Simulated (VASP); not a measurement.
# TeS2 (fluorite type) (Fm-3m) in VASP: electric field gradients with PBE

Aim: the electric field gradients of TeS2 (fluorite type) with PBE.

Everything below comes from runs of VASP 6.6.1. Logs are shortened: lines on timing, memory, paths and dates and some standing lists are left out, and cuts for length are marked.

**1. The cell of the first run**

It takes space group Fm-3m (No. 225, cubic). The conventional cell has a = 6.555 Å, b = 6.555 Å, c = 6.555 Å, α = 90.00°, β = 90.00°, γ = 90.00°. Within 3.7 Å of Te (site symmetry m-3m) lie 8 S at 2.84 Å. Within 3.7 Å of S (site symmetry -43m) lie 4 Te at 2.84 Å and 6 S at 3.28 Å.

**2. Electric field gradients, PBE**

Contents of INCAR:

```
SYSTEM = TeS2
ALGO     = Normal         ! electronic algorithm
EDIFF    = 1E-8           ! SCF threshold, eV
ENCUT    = 520            ! plane-wave cutoff, eV
GGA      = PE             ! functional
ISIF     = 2              ! what is computed and relaxed
ISMEAR   = -1             ! smearing method
LASPH    = .True.         ! aspherical terms in the spheres
LCHARG   = .False.        ! write CHGCAR
LEFG     = .True.       
LREAL    = .False.        ! projectors in reciprocal space
LWAVE    = .False.        ! write WAVECAR
NBANDS   = 16             ! bands
NELM     = 100            ! most SCF steps
PREC     = Accurate       ! precision mode
SIGMA    = 0.03           ! smearing width, eV
```

Contents of KPOINTS:

```
k-points
0
Gamma
  10 10 10
  0 0 0
```

Contents of POSCAR:

```
TeS2
1.0
    0.0000000000      3.2774155851      3.2774155851
    3.2774155851      0.0000000000      3.2774155851
    3.2774155851      3.2774155851      0.0000000000
Te S
1 2
Direct
    0.0000000000      0.0000000000      0.0000000000
    0.2500000000      0.2500000000      0.2500000000
    0.7500000000      0.7500000000      0.7500000000
```

Potentials or basis: VASP PAW PBE potentials, release 64 (Te, S).

Run with:

```bash
$ cat potpaw_PBE.64/Te/POTCAR potpaw_PBE.64/S/POTCAR > POTCAR
$ mpirun -np 1 vasp_std > vasp.out
```

OUTCAR:

```text
SYSTEM = TeS2
   EDIFF = 1E-8
   ENCUT = 520
   GGA = PE
   ISIF = 2
   ISMEAR = -1
   LASPH = .True.
   LREAL = .False.
   NELM = 100
   PREC = Accurate

 ion  position               nearest neighbor table
   1  0.000  0.000  0.000-   3 2.84   3 2.84   3 2.84   2 2.84   3 2.84   2 2.84   2 2.84   2 2.84

   2  0.250  0.250  0.250-   1 2.84   1 2.84   1 2.84   1 2.84
   3  0.750  0.750  0.750-   1 2.84   1 2.84   1 2.84   1 2.84

  LATTYP: Found a face centered cubic cell.
 ALAT       =     6.5548311702

  Lattice vectors:

 A1 = (   0.0000000000,   3.2774155851,   3.2774155851)
 A2 = (   3.2774155851,   0.0000000000,   3.2774155851)
 A3 = (   3.2774155851,   3.2774155851,   0.0000000000)

Analysis of symmetry for initial positions (statically):
=====================================================================
 Subroutine PRICEL returns:
 Original cell was already a primitive cell.

 Routine SETGRP: Setting up the symmetry group for a
 face centered cubic supercell.

 Subroutine GETGRP returns: Found 48 space group operations
 (whereof 48 operations were pure point group operations)
 out of a pool of 48 trial point group operations.

The static configuration has the point symmetry O_h .

Analysis of symmetry for dynamics (positions and initial velocities):
=====================================================================
 Subroutine PRICEL returns:
 Original cell was already a primitive cell.

 Routine SETGRP: Setting up the symmetry group for a
 face centered cubic supercell.

 Subroutine GETGRP returns: Found 48 space group operations
 (whereof 48 operations were pure point group operations)
 out of a pool of 48 trial point group operations.

The dynamic configuration has the point symmetry O_h .

 Subroutine INISYM returns: Found 48 space group operations
 (whereof 48 operations are pure point group operations),
 and found     1 'primitive' translations

----------------------------------------------------------------------------------------

                                     Primitive cell

  volume of cell :      70.4084

  direct lattice vectors                    reciprocal lattice vectors
     0.000000000  3.277415585  3.277415585    -0.152559231  0.152559231  0.152559231
     3.277415585  0.000000000  3.277415585     0.152559231 -0.152559231  0.152559231
     3.277415585  3.277415585  0.000000000     0.152559231  0.152559231 -0.152559231

  length of vectors
     4.634965570  4.634965570  4.634965570     0.264240339  0.264240339  0.264240339

  position of ions in fractional coordinates (direct lattice)
     0.000000000  0.000000000  0.000000000
     0.250000000  0.250000000  0.250000000
     0.750000000  0.750000000  0.750000000

  ion indices of the primitive-cell ions
   primitive index   ion index
                 1           1
                 2           2
                 3           3

----------------------------------------------------------------------------------------

 KPOINTS: k-points

Automatic generation of k-mesh.
 Grid dimensions read from file:
 generate k-points for:   10   10   10

 Generating k-lattice:

  Cartesian coordinates                     Fractional coordinates (reciprocal lattice)
    -0.015255923  0.015255923  0.015255923     0.100000000  0.000000000  0.000000000
     0.015255923 -0.015255923  0.015255923     0.000000000  0.100000000  0.000000000
     0.015255923  0.015255923 -0.015255923     0.000000000  0.000000000  0.100000000

  Length of vectors
     0.026424034  0.026424034  0.026424034

  Shift w.r.t. Gamma in fractional coordinates (k-lattice)
     0.000000000  0.000000000  0.000000000

 Subroutine IBZKPT returns following result:
 ===========================================

 Found     47 irreducible k-points:

 Following reciprocal coordinates:
            Coordinates               Weight
  0.000000  0.000000  0.000000      1.000000
  0.100000  0.000000  0.000000      8.000000
  0.200000  0.000000  0.000000      8.000000
  0.300000  0.000000  0.000000      8.000000
  0.400000  0.000000  0.000000      8.000000
  0.500000  0.000000  0.000000      4.000000
[... 16 lines left out ...]
  0.300000  0.300000  0.000000      6.000000
  0.400000  0.300000  0.000000     24.000000
 [... further k-points ...]
   k-points           NKPTS =     47   k-points in BZ     NKDIM =     47   number of bands    NBANDS=     16
   number of dos      NEDOS =    301   number of ions     NIONS =      3
   total plane-waves  NPLWV =  46656
   dimension x,y,z NGX =    36 NGY =   36 NGZ =   36
   dimension x,y,z NGXF=    72 NGYF=   72 NGZF=   72
   ions per type =               1   2
   NGX,Y,Z   is equivalent  to a cutoff of  12.91, 12.91, 12.91 a.u.
   NGXF,Y,Z  is equivalent  to a cutoff of  25.82, 25.82, 25.82 a.u.
 SYSTEM =  TeS2
   PREC   = accura    normal or accurate (medium, high low for compatibility)
   ISTART =      0    job   : 0-new  1-cont  2-samecut
   ICHARG =      2    charge: 1-file 2-atom 10-const
   ISPIN  =      1    spin polarized calculation?
   LNONCOLLINEAR =      F non collinear calculations
   LSORBIT =      F    spin-orbit coupling
   LASPH  =      T    aspherical Exc in radial PAW
   ENCUT  =  520.0 eV  38.22 Ry    6.18 a.u.   8.62  8.62  8.62*2*pi/ulx,y,z
   NELM   =    100;   NELMIN=  2; NELMDL= -5     # of ELM steps
   EDIFF  = 0.1E-07   stopping-criterion for ELM
   LREAL  =      F    real-space projection
   EDIFFG = 0.1E-06   stopping-criterion for IOM
   NSW    =      0    number of steps for IOM
   IBRION =     -1    ionic relax: 0-MD 1-quasi-New 2-CG
   NFREE  =      0    steps in history (QN), initial steepest desc. (CG)
   ISIF   =      2    stress and relaxation
   ISYM   =      2    0-nonsym 1-usesym 2-fastsym
   POTIM  = 0.5000    time-step for ionic-motion
   TEBEG  =    0.0;   TEEND  =   0.0 temperature during run
   PSTRESS=    0.0 pullay stress
   NELECT =      18.0000    total number of electrons
   NUPDOWN=      -1.0000    fix difference up-down
   EMIN   =  10.00;   EMAX   =-10.00  energy-range for DOS
   EFERMI =   0.00;   METHOD = LEGACY
   ISMEAR =    -1;   SIGMA  =   0.03  broadening in eV -4-tet -1-fermi 0-gaus
   EFERMI_NEDOS =   21; number of points for ismear=-14 and -15
   IALGO  =     38    algorithm
   IMIX   =      4    mixing-type and parameters
     AMIX     =   0.40;   BMIX     =  1.00
     AMIX_MAG =   1.60;   BMIX_MAG =  1.00
  volume/ion in A,a.u.               =      23.47       158.38
  Fermi-wavevector in a.u.,A,eV,Ry     =   1.039021  1.963464 14.688357  1.079564
  Thomas-Fermi vector in A             =   2.173532
   LORBIT       =      0    0 simple, 1 ext, 2 COOP (PROOUT), +10 PAW based schemes
   GGA     = PE    functional components
   LHFCALC =     F    Hartree Fock is set to
   AEXX    =    0.0000 exact exchange contribution
   IVDW    =     0    specifies the selected vdW correction
   LEPSILON=     F    determine dielectric tensor
   LRPA    =     F    only Hartree local field effects (RPA)
 non-spin polarized calculation
  energy-cutoff  :      520.00
  volume of cell :       70.41
 maximum number of plane-waves:      1917
   NGX = 17   NGY = 17   NGZ = 17

 number of electron      17.9999998 magnetization

 Free energy of the ion-electron system (eV)
  ---------------------------------------------------
  ext. energy  EPLUGINS =         0.00000000
  ---------------------------------------------------
  free energy    TOTEN  =       -10.15269753 eV

  energy without entropy =      -10.14956844  energy(sigma->0) =      -10.15113299

 E-fermi :   5.7657     XC(G=0):  -9.5727

 val. band max:        5.7621458271   @ k =   0.5000   0.4000   0.0000
 cond. band min:       5.8021551691   @ k =  -0.4000   0.4000   0.0000
 fundamental gap:      0.0400093420
 Fermi energy:         5.7657282815

 k-point     1 :       0.0000    0.0000    0.0000
  band No.  band energies     occupation
      1      -9.3394      2.00000
      2      -5.2295      2.00000
      3      -2.5971      2.00000
      4       2.3960      2.00000
      5       2.3960      2.00000
      6       2.3960      2.00000
[... 8 lines left out ...]
     15      12.6593      0.00000
     16      17.6429      0.00000
[... 419 lines left out ...]
 k-point    24 :       0.4000    0.3000    0.0000
  band No.  band energies     occupation
      1      -8.0257      2.00000
      2      -5.9289      2.00000
      3      -5.2236      2.00000
      4       0.2318      2.00000
      5       0.2778      2.00000
      6       3.1722      2.00000
[... 8 lines left out ...]
     15      14.4379      0.00000
     16      14.5382      0.00000

 [... further k-points ...]

------------------------ aborting loop because EDIFF is reached ----------------------------------------

  FORCE on cell =-STRESS in cart. coord.  units (eV):
  Direction    XX          YY          ZZ          XY          YZ          ZX
  --------------------------------------------------------------------------------------
  -------------------------------------------------------------------------------------
  Total       -0.0723598     -0.0723598     -0.0723598      0.0000000      0.0000000      0.0000000
  in kB       -1.6465830     -1.6465830     -1.6465830      0.0000000      0.0000000      0.0000000
  external PRESSURE =      -1.6465830 kB  Pullay stress =       0.0000000 kB

 VOLUME and BASIS-vectors are now :
 -----------------------------------------------------------------------------
  energy-cutoff  :      520.00
  volume of cell :       70.41
      direct lattice vectors                 reciprocal lattice vectors
     0.000000000  3.277415585  3.277415585    -0.152559231  0.152559231  0.152559231
     3.277415585  0.000000000  3.277415585     0.152559231 -0.152559231  0.152559231
     3.277415585  3.277415585  0.000000000     0.152559231  0.152559231 -0.152559231

 POSITION                                       TOTAL-FORCE (eV/Angst)
 -----------------------------------------------------------------------------------
      0.00000      0.00000      0.00000        -0.000000     -0.000000     -0.000000
      1.63871      1.63871      1.63871        -0.000000     -0.000000     -0.000000
      4.91612      4.91612      4.91612         0.000000      0.000000      0.000000
 -----------------------------------------------------------------------------------
    total drift:                                0.000000      0.000000      0.000000

  FREE ENERGIE OF THE ION-ELECTRON SYSTEM (eV)
  ---------------------------------------------------
  free  energy   TOTEN  =       -10.1526975291 eV

  energy  without entropy=      -10.1495684448  energy(sigma->0) =      -10.15113299

 Electric field gradients (V/A^2)
---------------------------------------------------------------------
 ion       V_xx      V_yy      V_zz      V_xy      V_xz      V_yz
---------------------------------------------------------------------
   1      -0.000     0.000    -0.000    -0.000    -0.000    -0.000
   2       0.000     0.000    -0.000    -0.000    -0.000    -0.000
   3       0.000    -0.000    -0.000    -0.000    -0.000    -0.000
---------------------------------------------------------------------

 Electric field gradients after diagonalization (V/A^2)
 (convention: |V_zz| > |V_xx| > |V_yy|)
----------------------------------------------------------------------
 ion       V_xx      V_yy      V_zz     asymmetry (V_yy - V_xx)/ V_zz
----------------------------------------------------------------------
   1       0.000     0.000    -0.000       0.000
   2       0.000     0.000    -0.000       0.000
   3       0.000     0.000    -0.000       0.000
----------------------------------------------------------------------

           NMR quadrupolar parameters

 Cq : quadrupolar parameter    Cq=e*Q*V_zz/h
 eta: asymmetry parameters     (V_yy - V_xx)/ V_zz
 Q  : nuclear electric quadrupole moment in mb (millibarn)
----------------------------------------------------------------------
 ion       Cq(MHz)       eta       Q (mb)
----------------------------------------------------------------------
   1      -0.000       0.000       1.000
   2      -0.000       0.000       1.000
   3      -0.000       0.000       1.000
----------------------------------------------------------------------
```

Run time: 54 s. Hardware: 1 thread of Intel Xeon Platinum 8259CL at 2.50GHz (Skylake/Cascade Lake), shared host; peak memory 0.23 GiB.

Results:

| Property | Result |
| --- | --- |
| Free energy | -10.1527 eV |
| Pressure | -0.2 GPa |
| Band gap on the k mesh | zero (bands 9 and 10 overlap by 0.59 eV) |
| Largest electric field gradient by atom | zero within the noise of the run |

Caveat: spin-orbit coupling is left out, which moves the levels of the heavy elements.
